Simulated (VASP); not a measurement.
# Nb (Im-3m) in VASP: further runs

Nb is run at these levels: PBEsol; tasks: single point, relaxation of cell and atoms.

All numbers are computed with VASP 6.6.1; they aren't measurements. Logs are shortened: lines on timing, memory, paths and dates and some standing lists are left out, and cuts for length are marked.

**1. The cell of the first run**

It takes space group Im-3m (No. 229, cubic). Conventional cell: a = 3.275 Å, b = 3.275 Å, c = 3.275 Å, α = 90.00°, β = 90.00°, γ = 90.00°. Within 3.7 Å of Nb (site symmetry m-3m) lie 14 Nb at 2.84 to 3.28 Å.

**2. Single point, PBEsol**

INCAR

```
  PREC = Accurate
  ENCUT = 500
  EDIFF = 1E-6
  ISMEAR = -1
  SIGMA = 0.1
  LREAL = False
  LASPH = True
  NELM = 120
  ALGO = Normal
  ISIF = 2
  LWAVE = False
  LCHARG = True
  GGA = PS
  LELF = True
  LVHAR = True
  NBANDS = 12
  GGA_COMPAT = False
```

KPOINTS

```
regular mesh
0
Gamma
  7 7 7
```

POSCAR

```
Nb
1.0
    2.8365375853     -0.0000000157     -0.0000000272
   -0.9455125136      2.6743132874     -0.0000000272
   -0.9455125136     -1.3371566044      2.3160232673
Nb
1
Direct
    0.0000000000      0.0000000000      0.0000000000
```

Potentials or basis: VASP PAW PBE potentials, release 64 (Nb_sv).

Command:

```bash
$ cat potpaw_PBE.64/Nb_sv/POTCAR > POTCAR
$ mpirun -np 1 vasp_std > vasp.out
```

OUTCAR:

```text
PREC = Accurate
   ENCUT = 500
   EDIFF = 1E-6
   ISMEAR = -1
   LREAL = False
   LASPH = True
   NELM = 120
   ISIF = 2
   GGA = PS

 ion  position               nearest neighbor table
   1  0.000  0.000  0.000-

  LATTYP: Found a body centered cubic cell.
 ALAT       =     3.2753514769

  Lattice vectors:

 A1 = (   2.8365375853,  -0.0000000157,  -0.0000000272)
 A2 = (  -0.9455125136,   2.6743132874,  -0.0000000272)
 A3 = (  -0.9455125136,  -1.3371566044,   2.3160232673)

Analysis of symmetry for initial positions (statically):
=====================================================================
 Subroutine PRICEL returns:
 Original cell was already a primitive cell.

 Routine SETGRP: Setting up the symmetry group for a
 body centered cubic supercell.

 Subroutine GETGRP returns: Found 48 space group operations
 (whereof 48 operations were pure point group operations)
 out of a pool of 48 trial point group operations.

The static configuration has the point symmetry O_h .

Analysis of symmetry for dynamics (positions and initial velocities):
=====================================================================
 Subroutine PRICEL returns:
 Original cell was already a primitive cell.

 Routine SETGRP: Setting up the symmetry group for a
 body centered cubic supercell.

 Subroutine GETGRP returns: Found 48 space group operations
 (whereof 48 operations were pure point group operations)
 out of a pool of 48 trial point group operations.

The dynamic configuration has the point symmetry O_h .

 Subroutine INISYM returns: Found 48 space group operations
 (whereof 48 operations are pure point group operations),
 and found     1 'primitive' translations

----------------------------------------------------------------------------------------

                                     Primitive cell

  volume of cell :      17.5689

  direct lattice vectors                    reciprocal lattice vectors
     2.836537585 -0.000000016 -0.000000027     0.352542485  0.124642591  0.215887293
    -0.945512514  2.674313287 -0.000000027     0.000000004  0.373927772  0.215887293
    -0.945512514 -1.337156604  2.316023267     0.000000004  0.000000006  0.431774597

  length of vectors
     2.836537585  2.836537585  2.836537585     0.431774597  0.431774597  0.431774597

  position of ions in fractional coordinates (direct lattice)
     0.000000000  0.000000000  0.000000000

  ion indices of the primitive-cell ions
   primitive index   ion index
                 1           1

----------------------------------------------------------------------------------------

 KPOINTS: regular mesh

Automatic generation of k-mesh.
 Grid dimensions read from file:
 generate k-points for:    7    7    7

 Generating k-lattice:

  Cartesian coordinates                     Fractional coordinates (reciprocal lattice)
     0.050363212  0.017806084  0.030841042     0.142857143 -0.000000000  0.000000000
     0.000000001  0.053418253  0.030841042     0.000000000  0.142857143  0.000000000
     0.000000001  0.000000001  0.061682085     0.000000000  0.000000000  0.142857143

  Length of vectors
     0.061682085  0.061682085  0.061682085

  Shift w.r.t. Gamma in fractional coordinates (k-lattice)
     0.000000000  0.000000000  0.000000000

 Subroutine IBZKPT returns following result:
 ===========================================

 Found     20 irreducible k-points:

 Following reciprocal coordinates:
            Coordinates               Weight
  0.000000  0.000000  0.000000      1.000000
  0.142857 -0.000000  0.000000     12.000000
  0.285714 -0.000000  0.000000     12.000000
  0.428571 -0.000000 -0.000000     12.000000
  0.142857  0.142857  0.000000     24.000000
  0.285714  0.142857 -0.000000     48.000000
[... 12 lines left out ...]
 -0.428571 -0.428571  0.285714      8.000000
 -0.428571  0.428571  0.428571      6.000000
   k-points           NKPTS =     20   k-points in BZ     NKDIM =     20   number of bands    NBANDS=     12
   number of dos      NEDOS =    301   number of ions     NIONS =      1
   total plane-waves  NPLWV =  13824
   dimension x,y,z NGX =    24 NGY =   24 NGZ =   24
   dimension x,y,z NGXF=    48 NGYF=   48 NGZF=   48
   ions per type =               1
   NGX,Y,Z   is equivalent  to a cutoff of  14.07, 14.07, 14.07 a.u.
   NGXF,Y,Z  is equivalent  to a cutoff of  28.13, 28.13, 28.13 a.u.
 SYSTEM =  unknown system
   PREC   = accura    normal or accurate (medium, high low for compatibility)
   ISTART =      0    job   : 0-new  1-cont  2-samecut
   ICHARG =      2    charge: 1-file 2-atom 10-const
   ISPIN  =      1    spin polarized calculation?
   LNONCOLLINEAR =      F non collinear calculations
   LSORBIT =      F    spin-orbit coupling
   LASPH  =      T    aspherical Exc in radial PAW
   ENCUT  =  500.0 eV  36.75 Ry    6.06 a.u.   5.17  5.17  5.17*2*pi/ulx,y,z
   NELM   =    120;   NELMIN=  2; NELMDL= -5     # of ELM steps
   EDIFF  = 0.1E-05   stopping-criterion for ELM
   LREAL  =      F    real-space projection
   EDIFFG = 0.1E-04   stopping-criterion for IOM
   NSW    =      0    number of steps for IOM
   IBRION =     -1    ionic relax: 0-MD 1-quasi-New 2-CG
   NFREE  =      0    steps in history (QN), initial steepest desc. (CG)
   ISIF   =      2    stress and relaxation
   ISYM   =      2    0-nonsym 1-usesym 2-fastsym
   POTIM  = 0.5000    time-step for ionic-motion
   TEBEG  =    0.0;   TEEND  =   0.0 temperature during run
   PSTRESS=    0.0 pullay stress
   NELECT =      13.0000    total number of electrons
   NUPDOWN=      -1.0000    fix difference up-down
   EMIN   =  10.00;   EMAX   =-10.00  energy-range for DOS
   EFERMI =   0.00;   METHOD = LEGACY
   ISMEAR =    -1;   SIGMA  =   0.10  broadening in eV -4-tet -1-fermi 0-gaus
   EFERMI_NEDOS =   21; number of points for ismear=-14 and -15
   IALGO  =     38    algorithm
   IMIX   =      4    mixing-type and parameters
     AMIX     =   0.40;   BMIX     =  1.00
     AMIX_MAG =   1.60;   BMIX_MAG =  1.00
  volume/ion in A,a.u.               =      17.57       118.56
  Fermi-wavevector in a.u.,A,eV,Ry     =   1.480726  2.798166 29.831447  2.192549
  Thomas-Fermi vector in A             =   2.594724
   LORBIT       =      0    0 simple, 1 ext, 2 COOP (PROOUT), +10 PAW based schemes
   GGA     = PS    functional components
   LHFCALC =     F    Hartree Fock is set to
   AEXX    =    0.0000 exact exchange contribution
   IVDW    =     0    specifies the selected vdW correction
   LEPSILON=     F    determine dielectric tensor
   LRPA    =     F    only Hartree local field effects (RPA)
 non-spin polarized calculation
  energy-cutoff  :      500.00
  volume of cell :       17.57
 maximum number of plane-waves:       460
 NGX is ok and might be reduce to    24
   NGX = 11   NGY = 11   NGZ = 11

 number of electron      13.0000001 magnetization

 Free energy of the ion-electron system (eV)
  ---------------------------------------------------
  ext. energy  EPLUGINS =         0.00000000
  ---------------------------------------------------
  free energy    TOTEN  =       -10.96564832 eV

  energy without entropy =      -10.90055553  energy(sigma->0) =      -10.93310192

 E-fermi :  11.3559     XC(G=0): -12.7597

 val. band max:       11.3501019023   @ k =   0.2857   0.1429   0.1429
 cond. band min:      11.4016609404   @ k =   0.2857  -0.0000   0.0000
 fundamental gap:      0.0515590381
 Fermi energy:        11.3559466628

 k-point     1 :       0.0000    0.0000    0.0000
  band No.  band energies     occupation
      1     -42.8477      2.00000
      2     -18.1072      2.00000
      3     -18.1072      2.00000
      4     -18.1072      2.00000
      5       5.3785      2.00000
      6      11.7502      0.03808
      7      11.7502      0.03808
      8      11.7502      0.03808
      9      14.7454      0.00000
     10      14.7454      0.00000
     11      25.6751      0.00000
     12      25.6751      0.00000

 k-point     2 :       0.1429   -0.0000    0.0000
  band No.  band energies     occupation
      1     -42.7973      2.00000
      2     -18.4050      2.00000
      3     -18.1976      2.00000
      4     -18.1100      2.00000
      5       6.1951      2.00000
      6      11.2618      1.43899
      7      11.5624      0.22515
      8      12.5730      0.00001
      9      14.2002      0.00000
     10      14.7634      0.00000
     11      26.2283      0.00000
     12      27.1217      0.00000

 k-point     3 :       0.2857   -0.0000    0.0000
  band No.  band energies     occupation
      1     -42.6820      2.00000
      2     -19.0389      2.00000
      3     -18.3954      2.00000
      4     -18.1164      2.00000
      5       7.6060      2.00000
      6      10.3471      1.99992
      7      11.4017      0.77533
      8      14.3528      0.00000
      9      14.8163      0.00000
     10      14.9884      0.00000
     11      25.3966      0.00000
     12      27.0853      0.00000
[... 226 lines left out ...]
 k-point    19 :      -0.4286   -0.4286    0.2857
  band No.  band energies     occupation
      1     -42.4347      2.00000
      2     -19.1514      2.00000
      3     -19.1514      2.00000
      4     -18.7830      2.00000
      5       8.3819      2.00000
      6       8.3819      2.00000
      7      12.9809      0.00000
      8      16.1022      0.00000
      9      16.1022      0.00000
     10      22.1332      0.00000
     11      22.1332      0.00000
     12      22.2114      0.00000

 k-point    20 :      -0.4286    0.4286    0.4286
  band No.  band energies     occupation
      1     -42.4030      2.00000
      2     -19.1197      2.00000
      3     -19.0636      2.00000
      4     -19.0636      2.00000
      5       7.7429      2.00000
      6       7.8802      2.00000
      7      15.9144      0.00000
      8      15.9144      0.00000
      9      16.7989      0.00000
     10      19.6534      0.00000
     11      22.4112      0.00000
     12      22.4112      0.00000

------------------------ aborting loop because EDIFF is reached ----------------------------------------

  FORCE on cell =-STRESS in cart. coord.  units (eV):
  Direction    XX          YY          ZZ          XY          YZ          ZX
  --------------------------------------------------------------------------------------
  -------------------------------------------------------------------------------------
  Total       -0.0559933     -0.0559933     -0.0559933     -0.0000000     -0.0000000     -0.0000000
  in kB       -5.1062571     -5.1062571     -5.1062571     -0.0000000     -0.0000000     -0.0000000
  external PRESSURE =      -5.1062571 kB  Pullay stress =       0.0000000 kB

 VOLUME and BASIS-vectors are now :
 -----------------------------------------------------------------------------
  energy-cutoff  :      500.00
  volume of cell :       17.57
      direct lattice vectors                 reciprocal lattice vectors
     2.836537585 -0.000000016 -0.000000027     0.352542485  0.124642591  0.215887293
    -0.945512514  2.674313287 -0.000000027     0.000000004  0.373927772  0.215887293
    -0.945512514 -1.337156604  2.316023267     0.000000004  0.000000006  0.431774597

 POSITION                                       TOTAL-FORCE (eV/Angst)
 -----------------------------------------------------------------------------------
      0.00000      0.00000      0.00000        -0.000000     -0.000000      0.000000
 -----------------------------------------------------------------------------------
    total drift:                                0.000000     -0.000000      0.000000

  FREE ENERGIE OF THE ION-ELECTRON SYSTEM (eV)
  ---------------------------------------------------
  free  energy   TOTEN  =       -10.9656483160 eV

  energy  without entropy=      -10.9005555295  energy(sigma->0) =      -10.93310192
```

Wall time 3.6 s (1 thread of Intel Xeon Platinum 8488C (Sapphire Rapids), shared host); peak memory 0.13 GiB.

What came out:

```
Free energy            : -10.9656 eV
Pressure               : -0.5 GPa
Band gap on the k mesh : zero (an odd number of electrons rules out a gap without spin polarisation)
```

Levels at points of the mesh, in eV from the Fermi level:
```tsv
k point	band 2	band 3	band 4	band 5	band 6	band 7	band 8	band 9	band 10	band 11
(0.00, 0.00, 0.00)	-29.46	-29.46	-29.46	-5.98	0.39	0.39	0.39	3.39	3.39	14.32
```

Caveat: the k points lie up to 0.39 Å⁻¹ apart, too coarse for converged energies and pressures of a metal; the PAW data sets were made with another functional, which shifts forces and pressure a little.

(Part 1 of 2 ends here.)
